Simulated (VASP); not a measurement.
# ZrO in VASP: notebook

Aim: see how the results for ZrO move with the level of theory and the settings. Levels: PBE-based screened hybrid with 25 % exact exchange, HSE06. Tasks: single point.

Program: VASP 6.6.1. These are calculated values, not measurements. Logs are shortened: lines on timing, memory, paths and dates and some standing lists are left out, and cuts for length are marked.

## 1. The cell of the first run

The typed cell holds 2 atoms: a = 3.063 Å, b = 3.063 Å, c = 3.243 Å, α = 90.00°, β = 90.00°, γ = 90.00°.

## 2. Single point, PBE-based screened hybrid with 25 % exact exchange

POSCAR reads:

```
ZrO
1.0
    2.1661197818     -2.1662361939      0.0000000000
    2.1661197818      2.1662361939      0.0000000000
    0.0000000000      0.0000000000      3.2434839077
Zr O
1 1
Direct
    0.0000000000      0.0000000000      0.0000000000
    0.5000000000      0.5000000000      0.0000000000
```

INCAR.step1 reads:

```
SYSTEM = ZrO
PREC = Accurate ; ENCUT = 520
EDIFF = 1E-5 ; ISMEAR = -1
SIGMA = 0.05 ; LREAL = .FALSE.
LASPH = .TRUE. ; NELM = 120
ALGO = Normal ; ISIF = 2
LWAVE = .TRUE. ; LCHARG = .FALSE.
GGA = PE ; NBANDS = 16
GGA_COMPAT = .FALSE.
```

INCAR.step2 reads:

```
SYSTEM = ZrO
PREC = Accurate ; ENCUT = 520
EDIFF = 1E-6 ; ISMEAR = -1
SIGMA = 0.05 ; LREAL = .FALSE.
LASPH = .TRUE. ; NELM = 120
ALGO = Normal ; ISIF = 2
LWAVE = .FALSE. ; LCHARG = .FALSE.
GGA = PE ; LHFCALC = .TRUE.
AEXX = 0.25 ; HFSCREEN = 0.3
PRECFOCK = Normal ; ISTART = 1
NBANDS = 16 ; GGA_COMPAT = .FALSE.
```

KPOINTS reads:

```
Automatic mesh
0
G
  5 5 5
  0 0 0
```

Potentials or basis: VASP PAW PBE potentials, release 64 (Zr_sv, O).

Launch:

```sh
> cat potpaw_PBE.64/Zr_sv/POTCAR potpaw_PBE.64/O/POTCAR > POTCAR
> cp INCAR.step1 INCAR
> mpirun -np 1 vasp_std > vasp.out
> cp INCAR.step2 INCAR
> mpirun -np 1 vasp_std > vasp.out
```

OUTCAR:

```text
SYSTEM = ZrO
   PREC = Accurate
   ENCUT = 520
   EDIFF = 1E-6
   ISMEAR = -1
   LREAL = .FALSE.
   LASPH = .TRUE.
   NELM = 120
   ISIF = 2
   GGA = PE
   LHFCALC = .TRUE.
   AEXX = 0.25
   HFSCREEN = 0.3
   PRECFOCK = Normal
   ISTART = 1

 ion  position               nearest neighbor table
   1  0.000  0.000  0.000-   2 2.17   2 2.17   2 2.17   2 2.17
   2  0.500  0.500  0.000-   1 2.17   1 2.17   1 2.17   1 2.17

  LATTYP: Found a base centered orthorhombic cell.
 ALAT       =     4.3322395636
 B/A-ratio  =     1.0000537422
 C/A-ratio  =     0.7486852608

  Lattice vectors:

 A1 = (   2.1661197818,  -2.1662361939,   0.0000000000)
 A2 = (   2.1661197818,   2.1662361939,   0.0000000000)
 A3 = (   0.0000000000,   0.0000000000,   3.2434839077)

Analysis of symmetry for initial positions (statically):
=====================================================================
 Subroutine PRICEL returns:
 Original cell was already a primitive cell.

 Routine SETGRP: Setting up the symmetry group for a
 base centered orthorhombic supercell.

 Subroutine GETGRP returns: Found  8 space group operations
 (whereof  8 operations were pure point group operations)
 out of a pool of  8 trial point group operations.

The static configuration has the point symmetry D_2h.

Analysis of symmetry for dynamics (positions and initial velocities):
=====================================================================
 Subroutine PRICEL returns:
 Original cell was already a primitive cell.

 Routine SETGRP: Setting up the symmetry group for a
 base centered orthorhombic supercell.

 Subroutine GETGRP returns: Found  8 space group operations
 (whereof  8 operations were pure point group operations)
 out of a pool of  8 trial point group operations.

The dynamic configuration has the point symmetry D_2h.

 Subroutine INISYM returns: Found  8 space group operations
 (whereof  8 operations are pure point group operations),
 and found     1 'primitive' translations

----------------------------------------------------------------------------------------

                                     Primitive cell

  volume of cell :      30.4390

  direct lattice vectors                    reciprocal lattice vectors
     2.166119782 -2.166236194  0.000000000     0.230827494 -0.230815089  0.000000000
     2.166119782  2.166236194  0.000000000     0.230827494  0.230815089  0.000000000
     0.000000000  0.000000000  3.243483908     0.000000000  0.000000000  0.308310455

  length of vectors
     3.063438290  3.063438290  3.243483908     0.326430601  0.326430601  0.308310455

  position of ions in fractional coordinates (direct lattice)
     0.000000000  0.000000000  0.000000000
     0.500000000  0.500000000  0.000000000

  ion indices of the primitive-cell ions
   primitive index   ion index
                 1           1
                 2           2

----------------------------------------------------------------------------------------

 KPOINTS: Automatic mesh

Automatic generation of k-mesh.
 Grid dimensions read from file:
 generate k-points for:    5    5    5

 Generating k-lattice:

  Cartesian coordinates                     Fractional coordinates (reciprocal lattice)
     0.046165499 -0.046163018  0.000000000     0.200000000  0.000000000  0.000000000
     0.046165499  0.046163018  0.000000000     0.000000000  0.200000000  0.000000000
     0.000000000  0.000000000  0.061662091     0.000000000  0.000000000  0.200000000

  Length of vectors
     0.065286120  0.065286120  0.061662091

  Shift w.r.t. Gamma in fractional coordinates (k-lattice)
     0.000000000  0.000000000  0.000000000

 Subroutine IBZKPT returns following result:
 ===========================================

 Found     27 irreducible k-points:

 Following reciprocal coordinates:
            Coordinates               Weight
  0.000000  0.000000  0.000000      1.000000
  0.200000  0.000000  0.000000      4.000000
  0.400000  0.000000  0.000000      4.000000
  0.200000  0.200000  0.000000      2.000000
  0.400000  0.200000  0.000000      4.000000
 -0.400000  0.200000  0.000000      4.000000
[... 16 lines left out ...]
  0.400000  0.200000  0.400000      8.000000
 -0.400000  0.200000  0.400000      8.000000
 [... further k-points ...]
   k-points           NKPTS =     27   k-points in BZ     NKDIM =    125   number of bands    NBANDS=     16
   number of dos      NEDOS =    301   number of ions     NIONS =      2
   total plane-waves  NPLWV =  13824
   dimension x,y,z NGX =    24 NGY =   24 NGZ =   24
   dimension x,y,z NGXF=    48 NGYF=   48 NGZF=   48
   ions per type =               1   1
   NGX,Y,Z   is equivalent  to a cutoff of  13.02, 13.02, 12.30 a.u.
   NGXF,Y,Z  is equivalent  to a cutoff of  26.05, 26.05, 24.60 a.u.
 SYSTEM =  ZrO
   PREC   = accura    normal or accurate (medium, high low for compatibility)
   ISTART =      1    job   : 0-new  1-cont  2-samecut
   ICHARG =      0    charge: 1-file 2-atom 10-const
   ISPIN  =      1    spin polarized calculation?
   LNONCOLLINEAR =      F non collinear calculations
   LSORBIT =      F    spin-orbit coupling
   LASPH  =      T    aspherical Exc in radial PAW
   ENCUT  =  520.0 eV  38.22 Ry    6.18 a.u.   5.70  5.70  6.03*2*pi/ulx,y,z
   NELM   =    120;   NELMIN=  2; NELMDL=  0     # of ELM steps
   EDIFF  = 0.1E-05   stopping-criterion for ELM
   LREAL  =      F    real-space projection
   EDIFFG = 0.1E-04   stopping-criterion for IOM
   NSW    =      0    number of steps for IOM
   IBRION =     -1    ionic relax: 0-MD 1-quasi-New 2-CG
   NFREE  =      0    steps in history (QN), initial steepest desc. (CG)
   ISIF   =      2    stress and relaxation
   ISYM   =      3    0-nonsym 1-usesym 2-fastsym
   POTIM  = 0.5000    time-step for ionic-motion
   TEBEG  =    0.0;   TEEND  =   0.0 temperature during run
   PSTRESS=    0.0 pullay stress
   NELECT =      18.0000    total number of electrons
   NUPDOWN=      -1.0000    fix difference up-down
   EMIN   =  10.00;   EMAX   =-10.00  energy-range for DOS
   EFERMI =   0.00;   METHOD = LEGACY
   ISMEAR =    -1;   SIGMA  =   0.05  broadening in eV -4-tet -1-fermi 0-gaus
   EFERMI_NEDOS =   21; number of points for ismear=-14 and -15
   IALGO  =     38    algorithm
   IMIX   =      1    mixing-type and parameters
     AMIX     =   0.40;   BMIX     =  1.00
     AMIX_MAG =   1.60;   BMIX_MAG =  1.00
  volume/ion in A,a.u.               =      15.22       102.71
  Fermi-wavevector in a.u.,A,eV,Ry     =   1.374113  2.596696 25.690323  1.888185
  Thomas-Fermi vector in A             =   2.499569
   LORBIT       =      0    0 simple, 1 ext, 2 COOP (PROOUT), +10 PAW based schemes
   GGA     = PE    functional components
   LHFCALC =     T    Hartree Fock is set to
   PRECFOCK=normal    Normal, Fast or Accurate (Low or Medium for compatibility)
   ENCUT4O =  -1.0   cutoff for four orbital integrals eV
   NKREDX  =     1    reduce k-point grid by
   NKREDY  =     1    reduce k-point grid by
   NKREDZ  =     1    reduce k-point grid by
   AEXX    =    0.2500 exact exchange contribution
   HFSCREEN=    0.3000 screening length (either q_TF or 0.3 A-1)
   HFSCREENC=   0.3000 screening length for correlation (either q_TF or 0.3 A-1)
   ENCUTFOCK=  -1.0 apply spherical cutoff to Coloumb kernel
   IVDW    =     0    specifies the selected vdW correction
   LEPSILON=     F    determine dielectric tensor
   LRPA    =     F    only Hartree local field effects (RPA)
 non-spin polarized calculation
  energy-cutoff  :      520.00
  volume of cell :       30.44
 maximum number of plane-waves:       836
  NGX = 18; NGY = 18; NGZ = 20

 number of electron      18.0000001 magnetization

 Free energy of the ion-electron system (eV)
  ---------------------------------------------------
  ext. energy  EPLUGINS =         0.00000000
  ---------------------------------------------------
  free energy    TOTEN  =       -20.86812995 eV

  energy without entropy =      -20.85820852  energy(sigma->0) =      -20.86316923

 E-fermi :   8.8154     XC(G=0):  -9.2458

 val. band max:        8.8044755330   @ k =  -0.4000   0.2000   0.4000
 cond. band min:       9.0290826573   @ k =  -0.2000   0.2000   0.0000
 fundamental gap:      0.2246071243
 Fermi energy:         8.8153866729

 k-point     1 :       0.0000    0.0000    0.0000
  band No.  band energies     occupation
      1     -44.4965      2.00000
      2     -20.9070      2.00000
      3     -20.9068      2.00000
      4     -20.7488      2.00000
      5     -14.4246      2.00000
      6       2.7314      2.00000
[... 8 lines left out ...]
     15      22.7408      0.00000
     16      22.7408      0.00000

 k-point     2 :       0.2000    0.0000    0.0000
  band No.  band energies     occupation
      1     -44.4598      2.00000
      2     -21.4867      2.00000
      3     -20.8459      2.00000
      4     -20.7151      2.00000
      5     -13.7579      2.00000
      6       1.2262      2.00000
[... 8 lines left out ...]
     15      19.0369      0.00000
     16      23.1910      0.00000

 k-point     3 :       0.4000    0.0000    0.0000
  band No.  band energies     occupation
      1     -44.3997      2.00000
      2     -22.2674      2.00000
      3     -20.7453      2.00000
      4     -20.6597      2.00000
      5     -12.7827      2.00000
      6      -0.5241      2.00000
[... 8 lines left out ...]
     15      18.5128      0.00000
     16      22.2055      0.00000

 k-point     4 :       0.2000    0.2000    0.0000
  band No.  band energies     occupation
      1     -44.4241      2.00000
      2     -21.4995      2.00000
      3     -21.2082      2.00000
      4     -20.6841      2.00000
      5     -13.5174      2.00000
      6       0.2835      2.00000
[... 8 lines left out ...]
     15      19.1361      0.00000
     16      19.8704      0.00000
[... 324 lines left out ...]
 k-point    22 :       0.2000    0.2000    0.4000
  band No.  band energies     occupation
      1     -44.3836      2.00000
      2     -21.4441      2.00000
      3     -21.1636      2.00000
      4     -21.1566      2.00000
      5     -13.3981      2.00000
      6       0.4502      2.00000
[... 8 lines left out ...]
     15      19.0285      0.00000
     16      21.9006      0.00000

 k-point    23 :       0.4000    0.2000    0.4000
  band No.  band energies     occupation
      1     -44.3263      2.00000
      2     -22.0114      2.00000
      3     -21.0899      2.00000
      4     -21.0792      2.00000
      5     -13.1736      2.00000
      6       0.2738      2.00000
[... 8 lines left out ...]
     15      19.8261      0.00000
     16      21.6415      0.00000

 k-point    24 :      -0.4000    0.2000    0.4000
  band No.  band energies     occupation
      1     -44.3263      2.00000
      2     -22.0113      2.00000
      3     -21.0899      2.00000
      4     -21.0792      2.00000
      5     -13.1739      2.00000
      6       0.2741      2.00000
[... 8 lines left out ...]
     15      19.8259      0.00000
     16      21.6415      0.00000

 [... further k-points ...]

------------------------ aborting loop because EDIFF is reached ----------------------------------------

  FORCE on cell =-STRESS in cart. coord.  units (eV):
  Direction    XX          YY          ZZ          XY          YZ          ZX
  --------------------------------------------------------------------------------------
  -------------------------------------------------------------------------------------
  Total        0.0924892      0.0901516     -0.0245184     -0.0000000      0.0000000      0.0000000
  in kB        4.8682359      4.7451924     -1.2905437     -0.0000000      0.0000000      0.0000000
  external PRESSURE =       2.7742949 kB  Pullay stress =       0.0000000 kB

 VOLUME and BASIS-vectors are now :
 -----------------------------------------------------------------------------
  energy-cutoff  :      520.00
  volume of cell :       30.44
      direct lattice vectors                 reciprocal lattice vectors
     2.166119782 -2.166236194  0.000000000     0.230827494 -0.230815089  0.000000000
     2.166119782  2.166236194  0.000000000     0.230827494  0.230815089  0.000000000
     0.000000000  0.000000000  3.243483908     0.000000000  0.000000000  0.308310455

 POSITION                                       TOTAL-FORCE (eV/Angst)
 -----------------------------------------------------------------------------------
      0.00000      0.00000      0.00000        -0.000000      0.000000      0.000000
      2.16612      0.00000      0.00000         0.000000     -0.000000      0.000000
 -----------------------------------------------------------------------------------
    total drift:                               -0.000001     -0.000001      0.000001

  FREE ENERGIE OF THE ION-ELECTRON SYSTEM (eV)
  ---------------------------------------------------
  free  energy   TOTEN  =       -20.8681299465 eV

  energy  without entropy=      -20.8582085180  energy(sigma->0) =      -20.86316923
```

Run time: 31 min. Hardware: 1 thread of Intel Xeon Platinum 8375C at 2.90GHz (Ice Lake), shared host; peak memory 0.25 GiB.

What came out:

- Free energy: -20.8681 eV
- Pressure: 0.3 GPa
- Band gap on the k mesh: zero (bands 9 and 10 overlap by 4.42 eV)

Stress tensor (GPa, compression positive):
```
 0.49  0.00  0.00
 0.00  0.47  0.00
 0.00  0.00 -0.13
```

Caveat: the k points lie up to 0.41 Å⁻¹ apart, too coarse for converged energies and pressures of a metal; the PAW data sets were made with another functional, which shifts forces and pressure a little.

## 3. Single point, HSE06

This run uses another cell than the first one, of 15.18 Å³/atom.

POSCAR reads:

```
ZrO
1.0
    2.1651066395     -2.1658397493      0.0000000000
    2.1651066395      2.1658397493      0.0000000000
    0.0000000000      0.0000000000      3.2380215225
Zr O
1 1
Direct
    0.0000000000      0.0000000000      0.0000000000
    0.5000000000      0.5000000000      0.0000000000
```

INCAR.step1 reads:

```
  PREC = Accurate
  ENCUT = 520
  EDIFF = 1E-5
  ISMEAR = -1
  SIGMA = 0.05
  LREAL = False
  LASPH = True
  NELM = 120
  ALGO = Normal
  ISIF = 2
  LWAVE = True
  LCHARG = False
  NBANDS = 16
  GGA = PE
  GGA_COMPAT = False
```

INCAR.step2 reads:

```
  PREC = Accurate
  ENCUT = 520
  EDIFF = 1E-6
  ISMEAR = -1
  SIGMA = 0.05
  LREAL = False
  LASPH = True
  NELM = 120
  ALGO = Normal
  ISIF = 2
  LWAVE = False
  LCHARG = False
  GGA = PE
  LHFCALC = True
  HFSCREEN = 0.2079
  PRECFOCK = Normal
  NBANDS = 16
  ISTART = 1
  GGA_COMPAT = False
```

KPOINTS reads:

```
regular mesh
0
Gamma
  5 5 5
```

Potentials or basis: VASP PAW PBE potentials, release 64 (Zr_sv, O).

Launch:

```sh
> cat potpaw_PBE.64/Zr_sv/POTCAR potpaw_PBE.64/O/POTCAR > POTCAR
> cp INCAR.step1 INCAR
> mpirun -np 1 vasp_std > vasp.out
> cp INCAR.step2 INCAR
> mpirun -np 1 vasp_std > vasp.out
```

Wall time 25 min (1 thread of Intel Xeon Platinum 8259CL at 2.50GHz (Skylake/Cascade Lake), shared host); peak memory 0.25 GiB.

Results (log left out):

```
Free energy            : -21.4033 eV
Pressure               : 0.3 GPa
Band gap on the k mesh : zero (bands 9 and 10 overlap by 4.64 eV)
```

Stress tensor (GPa, compression positive):
```
 0.50  0.00  0.00
 0.00  0.46  0.00
 0.00  0.00 -0.12
```

Levels at points of the mesh, in eV from the Fermi level:
```csv
k point,band 5,band 6,band 7,band 8,band 9,band 10,band 11,band 12,band 13,band 14
"(0.00, 0.00, 0.00)",-23.47,-6.27,-6.26,-5.78,-4.21,-3.01,3.43,3.55,4.13,4.13
```

Caveat: the k points lie up to 0.41 Å⁻¹ apart, too coarse for converged energies and pressures of a metal; the PAW data sets were made with another functional, which shifts forces and pressure a little.
